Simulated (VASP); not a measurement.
Input of a VASP 6.6.1 run:

INCAR

```
  ALGO = Fast
  EDIFF = 1E-6
  ENCUT = 520
  GGA = PE
  ISIF = 2
  ISMEAR = 0
  LASPH = True
  LCHARG = False
  LREAL = False
  LWAVE = False
  NBANDS = 12
  NELM = 80
  PREC = Accurate
  SIGMA = 0.1
```

File KPOINTS:

```
k-points
0
Gamma
  18 18 18
```

POSCAR

```
Ti
1.0
    0.0000000000      2.0559445687      2.0559445687
    2.0559445687      0.0000000000      2.0559445687
    2.0559445687      2.0559445687      0.0000000000
Ti
1
Direct
    0.0000000000      0.0000000000      0.0000000000
```

Potentials or basis: VASP PAW PBE potentials, release 64 (Ti_sv).

Launch:

```bash
$ cat potpaw_PBE.64/Ti_sv/POTCAR > POTCAR
$ mpirun -np 1 vasp_std > vasp.out
```

(1) Predict the pressure.

(2) Estimate the band gap on the k mesh.

Answers

(1) -0.3 GPa.

(2) zero (band 6 reaches 9.09 eV, above the bottom of band 7 at 7.78 eV).
